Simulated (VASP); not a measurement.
Input of a VASP 6.6.1 run:

The input INCAR:

```
PREC = Accurate ; ENCUT = 520
EDIFF = 1E-7 ; ISMEAR = 1
SIGMA = 0.2 ; LREAL = False
LASPH = True ; NELM = 60
ALGO = Normal ; ISIF = 2
LWAVE = False ; LCHARG = False
GGA = PE ; NBANDS = 32
```

Contents of KPOINTS:

```
regular mesh
0
Gamma
  6 6 4
```

The input POSCAR:

```
LuGaP2
1.0
    3.7697287898      0.0000000000      0.0000000000
    0.0000000000      3.7697287898      0.0000000000
    0.0000000000      0.0000000000      5.5387272645
Ga P Lu
1 2 1
Direct
    0.0000000000      0.0000000000      0.0000000000
    0.0000000000      0.0000000000      0.5000000000
    0.5000000000      0.5000000000      0.0000000000
    0.5000000000      0.5000000000      0.5000000000
```

Potentials or basis: VASP PAW PBE potentials, release 64 (Ga_d, P, Lu).

The run is started by

```sh
$ cat potpaw_PBE.64/Ga_d/POTCAR potpaw_PBE.64/P/POTCAR potpaw_PBE.64/Lu/POTCAR > POTCAR
$ mpirun -np 1 vasp_std > vasp.out
```

Q: Predict the band gap on the k mesh.

A: Zero (bands 24 and 25 overlap by 1.54 eV).

Q: Estimate the pressure.

A: 1.4 GPa.

Stress tensor (GPa, compression positive):
```
1.50 0.00 0.00
0.00 1.50 0.00
0.00 0.00 1.33
```

Caveat: spin-orbit coupling is left out, which moves the levels of the heavy elements.
